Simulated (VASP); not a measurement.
# BeGa2C2 (Amm2) in VASP: single point with PBE

Aim: the single point of BeGa2C2 with PBE.

All numbers are computed with VASP 6.6.1; they aren't measurements. Logs are shortened: lines on timing, memory, paths and dates and some standing lists are left out, and cuts for length are marked.

### Step 1. The cell of the first run

It takes space group Amm2 (No. 38, orthorhombic). The conventional cell has a = 8.466 Å, b = 3.014 Å, c = 5.091 Å, α = 90.00°, β = 90.00°, γ = 90.00°. Within 2.4 Å of Be (site symmetry mm2) lie 6 C at 1.84 to 1.85 Å. Ga (site symmetry m) has 1 C at 2.10 Å within 2.8 Å. C (site symmetry m) has 1 C at 1.34 Å and 3 Be at 1.84 to 1.85 Å within 1.9 Å.

### Step 2. Single point, PBE

INCAR

```
SYSTEM = BeGa2C2
PREC = Accurate
ENCUT = 1300
EDIFF = 1E-6
ISMEAR = 0
SIGMA = 0.1
LREAL = .False.
LASPH = .True.
NELM = 120
ALGO = Normal
ISIF = 2
LWAVE = .False.
LCHARG = .True.
GGA = PE
LELF = .True.
LVHAR = .True.
NBANDS = 26
GGA_COMPAT = .False.
```

KPOINTS

```
regular mesh
0
Gamma
  2 6 6
  0 0 0
```

POSCAR

```
BeGa2C2
1.0
    8.4656829823      0.0000000000      0.0000000000
    0.0000000000      1.5072126265      2.5453593493
    0.0000000000     -1.5072126265      2.5453593493
Be Ga C
1 2 2
Direct
    0.0000000000      0.3733617435      0.3733617435
    0.6726147895      0.0330496378      0.0330496378
    0.3273852105      0.0330496378      0.0330496378
    0.0790794035      0.0342737569      0.0342737569
    0.9209205965      0.0342737569      0.0342737569
```

Potentials or basis: VASP PAW PBE potentials, release 64 (Be, Ga_d, C_h).

Command:

```
cat potpaw_PBE.64/Be/POTCAR potpaw_PBE.64/Ga_d/POTCAR potpaw_PBE.64/C_h/POTCAR > POTCAR
mpirun -np 1 vasp_std > vasp.out
```

OUTCAR:

```text
SYSTEM = BeGa2C2
   PREC = Accurate
   ENCUT = 1300
   EDIFF = 1E-6
   ISMEAR = 0
   LREAL = .False.
   LASPH = .True.
   NELM = 120
   ISIF = 2
   GGA = PE

 ion  position               nearest neighbor table
   1  0.000  0.373  0.373-   4 1.84   5 1.84   4 1.84   5 1.84   4 1.85   5 1.85
   2  0.673  0.033  0.033-   5 2.10
   3  0.327  0.033  0.033-   4 2.10
   4  0.079  0.034  0.034-   5 1.34   1 1.84   1 1.84   1 1.85   3 2.10
   5  0.921  0.034  0.034-   4 1.34   1 1.84   1 1.84   1 1.85   2 2.10

  LATTYP: Found a base centered orthorhombic cell.
 ALAT       =     3.0144252530
 B/A-ratio  =     1.6887858452
 C/A-ratio  =     2.8083904134

  Lattice vectors:

 A1 = (   0.0000000000,   1.5072126265,  -2.5453593493)
 A2 = (   0.0000000000,   1.5072126265,   2.5453593493)
 A3 = (   8.4656829823,   0.0000000000,   0.0000000000)

Analysis of symmetry for initial positions (statically):
=====================================================================
 Subroutine PRICEL returns:
 Original cell was already a primitive cell.

 Routine SETGRP: Setting up the symmetry group for a
 base centered orthorhombic supercell.

 Subroutine GETGRP returns: Found  4 space group operations
 (whereof  4 operations were pure point group operations)
 out of a pool of  8 trial point group operations.

The static configuration has the point symmetry C_2v.

Analysis of symmetry for dynamics (positions and initial velocities):
=====================================================================
 Subroutine PRICEL returns:
 Original cell was already a primitive cell.

 Routine SETGRP: Setting up the symmetry group for a
 base centered orthorhombic supercell.

 Subroutine GETGRP returns: Found  4 space group operations
 (whereof  4 operations were pure point group operations)
 out of a pool of  8 trial point group operations.

The dynamic configuration has the point symmetry C_2v.

 Subroutine INISYM returns: Found  4 space group operations
 (whereof  4 operations are pure point group operations),
 and found     1 'primitive' translations

----------------------------------------------------------------------------------------

                                     Primitive cell

  volume of cell :      64.9555

  direct lattice vectors                    reciprocal lattice vectors
     8.465682982  0.000000000  0.000000000     0.118123960  0.000000000  0.000000000
     0.000000000  1.507212627  2.545359349     0.000000000  0.331738198  0.196435918
     0.000000000 -1.507212627  2.545359349     0.000000000 -0.331738198  0.196435918

  length of vectors
     8.465682982  2.958131863  2.958131863     0.118123960  0.385535085  0.385535085

  position of ions in fractional coordinates (direct lattice)
     0.000000000  0.373361743  0.373361743
     0.672614790  0.033049638  0.033049638
     0.327385210  0.033049638  0.033049638
     0.079079404  0.034273757  0.034273757
     0.920920596  0.034273757  0.034273757

  ion indices of the primitive-cell ions
   primitive index   ion index
                 1           1
                 2           2
                 3           3
                 4           4
                 5           5

----------------------------------------------------------------------------------------

 KPOINTS: regular mesh

Automatic generation of k-mesh.
 Grid dimensions read from file:
 generate k-points for:    2    6    6

 Generating k-lattice:

  Cartesian coordinates                     Fractional coordinates (reciprocal lattice)
     0.059061980  0.000000000  0.000000000     0.500000000  0.000000000  0.000000000
     0.000000000  0.055289700  0.032739320     0.000000000  0.166666667 -0.000000000
     0.000000000 -0.055289700  0.032739320     0.000000000 -0.000000000  0.166666667

  Length of vectors
     0.059061980  0.064255847  0.064255847

  Shift w.r.t. Gamma in fractional coordinates (k-lattice)
     0.000000000  0.000000000  0.000000000

 Subroutine IBZKPT returns following result:
 ===========================================

 Found     26 irreducible k-points:

 Following reciprocal coordinates:
            Coordinates               Weight
  0.000000  0.000000  0.000000      1.000000
  0.500000  0.000000  0.000000      1.000000
  0.000000  0.166667  0.000000      4.000000
  0.500000  0.166667  0.000000      4.000000
  0.000000  0.333333  0.000000      4.000000
  0.500000  0.333333  0.000000      4.000000
[... 16 lines left out ...]
  0.000000 -0.333333  0.333333      2.000000
  0.500000 -0.333333  0.333333      2.000000
 [... further k-points ...]
   k-points           NKPTS =     26   k-points in BZ     NKDIM =     26   number of bands    NBANDS=     26
   number of dos      NEDOS =    301   number of ions     NIONS =      5
   total plane-waves  NPLWV = 129600
   dimension x,y,z NGX =   100 NGY =   36 NGZ =   36
   dimension x,y,z NGXF=   200 NGYF=   72 NGZF=   72
   ions per type =               1   2   2
   NGX,Y,Z   is equivalent  to a cutoff of  19.64, 20.23, 20.23 a.u.
   NGXF,Y,Z  is equivalent  to a cutoff of  39.28, 40.46, 40.46 a.u.
 SYSTEM =  BeGa2C2
   PREC   = accura    normal or accurate (medium, high low for compatibility)
   ISTART =      0    job   : 0-new  1-cont  2-samecut
   ICHARG =      2    charge: 1-file 2-atom 10-const
   ISPIN  =      1    spin polarized calculation?
   LNONCOLLINEAR =      F non collinear calculations
   LSORBIT =      F    spin-orbit coupling
   LASPH  =      T    aspherical Exc in radial PAW
   ENCUT  = 1300.0 eV  95.55 Ry    9.77 a.u.  24.89  8.70  8.70*2*pi/ulx,y,z
   NELM   =    120;   NELMIN=  2; NELMDL= -5     # of ELM steps
   EDIFF  = 0.1E-05   stopping-criterion for ELM
   LREAL  =      F    real-space projection
   EDIFFG = 0.1E-04   stopping-criterion for IOM
   NSW    =      0    number of steps for IOM
   IBRION =     -1    ionic relax: 0-MD 1-quasi-New 2-CG
   NFREE  =      0    steps in history (QN), initial steepest desc. (CG)
   ISIF   =      2    stress and relaxation
   ISYM   =      2    0-nonsym 1-usesym 2-fastsym
   POTIM  = 0.5000    time-step for ionic-motion
   TEBEG  =    0.0;   TEEND  =   0.0 temperature during run
   PSTRESS=    0.0 pullay stress
   NELECT =      36.0000    total number of electrons
   NUPDOWN=      -1.0000    fix difference up-down
   EMIN   =  10.00;   EMAX   =-10.00  energy-range for DOS
   EFERMI =   0.00;   METHOD = LEGACY
   ISMEAR =     0;   SIGMA  =   0.10  broadening in eV -4-tet -1-fermi 0-gaus
   EFERMI_NEDOS =   21; number of points for ismear=-14 and -15
   IALGO  =     38    algorithm
   IMIX   =      4    mixing-type and parameters
     AMIX     =   0.40;   BMIX     =  1.00
     AMIX_MAG =   1.60;   BMIX_MAG =  1.00
  volume/ion in A,a.u.               =      12.99        87.67
  Fermi-wavevector in a.u.,A,eV,Ry     =   1.344736  2.541183 24.603628  1.808316
  Thomas-Fermi vector in A             =   2.472706
   LORBIT       =      0    0 simple, 1 ext, 2 COOP (PROOUT), +10 PAW based schemes
   GGA     = PE    functional components
   LHFCALC =     F    Hartree Fock is set to
   AEXX    =    0.0000 exact exchange contribution
   IVDW    =     0    specifies the selected vdW correction
   LEPSILON=     F    determine dielectric tensor
   LRPA    =     F    only Hartree local field effects (RPA)
 non-spin polarized calculation
 Gauss-broadening in eV      SIGMA  =   0.10
  energy-cutoff  :     1300.00
  volume of cell :       64.96
 maximum number of plane-waves:      6950
 NGX is ok and might be reduce to   100
   NGX = 49   NGY = 17   NGZ = 17

 number of electron      36.0000000 magnetization

 Free energy of the ion-electron system (eV)
  ---------------------------------------------------
  ext. energy  EPLUGINS =         0.00000000
  ---------------------------------------------------
  free energy    TOTEN  =       -25.62517097 eV

  energy without entropy =      -25.61730894  energy(sigma->0) =      -25.62123996

 E-fermi :   5.3023     XC(G=0): -10.7158

 val. band max:        5.2917654257   @ k =   0.5000  -0.1667   0.1667
 cond. band min:       5.3142455100   @ k =   0.5000   0.3333   0.1667
 fundamental gap:      0.0224800842
 Fermi energy:         5.3023051115

 k-point     1 :       0.0000    0.0000    0.0000
  band No.  band energies     occupation
      1     -12.0971      2.00000
      2      -9.5011      2.00000
      3      -9.4608      2.00000
      4      -9.4057      2.00000
      5      -9.3989      2.00000
      6      -9.3758      2.00000
[... 18 lines left out ...]
     25      13.9339      0.00000
     26      16.1701      0.00000

 k-point     2 :       0.5000    0.0000    0.0000
  band No.  band energies     occupation
      1     -12.0947      2.00000
      2      -9.5587      2.00000
      3      -9.4084      2.00000
      4      -9.4056      2.00000
      5      -9.3989      2.00000
      6      -9.3758      2.00000
[... 18 lines left out ...]
     25      13.4916      0.00000
     26      16.5422      0.00000

 k-point     3 :       0.0000    0.1667    0.0000
  band No.  band energies     occupation
      1     -11.8406      2.00000
      2      -9.4763      2.00000
      3      -9.4401      2.00000
      4      -9.4056      2.00000
      5      -9.3902      2.00000
      6      -9.3343      2.00000
[... 18 lines left out ...]
     25      14.3903      0.00000
     26      14.6428      0.00000

 k-point     4 :       0.5000    0.1667    0.0000
  band No.  band energies     occupation
      1     -11.8382      2.00000
      2      -9.5317      2.00000
      3      -9.4196      2.00000
      4      -9.4111      2.00000
      5      -9.3540      2.00000
      6      -9.3343      2.00000
[... 18 lines left out ...]
     25      14.6506      0.00000
     26      14.7980      0.00000

 k-point     5 :       0.0000    0.3333    0.0000
  band No.  band energies     occupation
      1     -11.2361      2.00000
      2      -9.4912      2.00000
      3      -9.4717      2.00000
      4      -9.3801      2.00000
      5      -9.3551      2.00000
      6      -9.3267      2.00000
[... 18 lines left out ...]
     25      13.1158      0.00000
     26      14.3694      0.00000

 k-point     6 :       0.5000    0.3333    0.0000
  band No.  band energies     occupation
      1     -11.2331      2.00000
      2      -9.5132      2.00000
      3      -9.4661      2.00000
      4      -9.4069      2.00000
      5      -9.3770      2.00000
      6      -9.3181      2.00000
[... 427 lines left out ...]
 k-point    21 :       0.0000    0.5000    0.3333
  band No.  band energies     occupation
      1     -10.7955      2.00000
      2      -9.4437      2.00000
      3      -9.4268      2.00000
      4      -9.3947      2.00000
      5      -9.3371      2.00000
      6      -9.3311      2.00000
[... 18 lines left out ...]
     25      12.4904      0.00000
     26      13.6125      0.00000

 k-point    22 :       0.5000    0.5000    0.3333
  band No.  band energies     occupation
      1     -10.7911      2.00000
      2      -9.4686      2.00000
      3      -9.4227      2.00000
      4      -9.3931      2.00000
      5      -9.3874      2.00000
      6      -9.3328      2.00000
[... 18 lines left out ...]
     25      12.7451      0.00000
     26      14.4963      0.00000

 k-point    23 :       0.0000   -0.3333    0.3333
  band No.  band energies     occupation
      1     -10.6406      2.00000
      2      -9.3660      2.00000
      3      -9.3651      2.00000
      4      -9.3427      2.00000
      5      -9.3260      2.00000
      6      -9.3244      2.00000
[... 18 lines left out ...]
     25      13.1122      0.00000
     26      13.2254      0.00000

 k-point    24 :       0.5000   -0.3333    0.3333
  band No.  band energies     occupation
      1     -10.6353      2.00000
      2      -9.4258      2.00000
      3      -9.3640      2.00000
      4      -9.3626      2.00000
      5      -9.3263      2.00000
      6      -9.3253      2.00000
[... 18 lines left out ...]
     25      14.6449      0.00000
     26      14.7861      0.00000

 [... further k-points ...]
[... 5 lines left out ...]
  --------------------------------------------------------------------------------------
  -------------------------------------------------------------------------------------
  Total       -0.2417240     -0.0780894      1.1005823      0.0000000      0.0000000      0.0000000
  in kB       -5.9623133     -1.9261365     27.1467263      0.0000000      0.0000000      0.0000000
  external PRESSURE =       6.4194255 kB  Pullay stress =       0.0000000 kB

 VOLUME and BASIS-vectors are now :
 -----------------------------------------------------------------------------
  energy-cutoff  :     1300.00
  volume of cell :       64.96
      direct lattice vectors                 reciprocal lattice vectors
     8.465682982  0.000000000  0.000000000     0.118123960  0.000000000  0.000000000
     0.000000000  1.507212627  2.545359349     0.000000000  0.331738198  0.196435918
     0.000000000 -1.507212627  2.545359349     0.000000000 -0.331738198  0.196435918

 POSITION                                       TOTAL-FORCE (eV/Angst)
 -----------------------------------------------------------------------------------
      0.00000      0.00000      1.90068        -0.000000      0.000000     -0.174372
      5.69414      0.00000      0.16825        -0.129721      0.000000      0.001322
      2.77154      0.00000      0.16825         0.129721      0.000000      0.001322
      0.66946      0.00000      0.17448        -0.191533      0.000000      0.085864
      7.79622      0.00000      0.17448         0.191533      0.000000      0.085864
 -----------------------------------------------------------------------------------
    total drift:                                0.000000      0.000000      0.000136

  FREE ENERGIE OF THE ION-ELECTRON SYSTEM (eV)
  ---------------------------------------------------
  free  energy   TOTEN  =       -25.6251709684 eV

  energy  without entropy=      -25.6173089441  energy(sigma->0) =      -25.62123996
```

Run time: 4.1 min. Hardware: 1 thread of Intel Xeon Platinum 8375C at 2.90GHz (Ice Lake), shared host; peak memory 0.43 GiB.

What came out:

| Property | Result |
| --- | --- |
| Free energy | -25.6252 eV |
| Pressure | 0.6 GPa |
| Largest force | 0.210 eV/Å |
| Band gap on the k mesh | zero (bands 18 and 19 overlap by 3.29 eV) |

Forces in eV/Å, atoms in the order of the input:
```
Be   0.000  0.000 -0.174
Ga  -0.130  0.000  0.001
Ga   0.130  0.000  0.001
C   -0.192  0.000  0.086
C    0.192  0.000  0.086
```

Caveat: the k points lie up to 0.40 Å⁻¹ apart, too coarse for converged energies and pressures of a metal.

The gap in the log of VASP goes by the Fermi energy; the results here count the filled bands.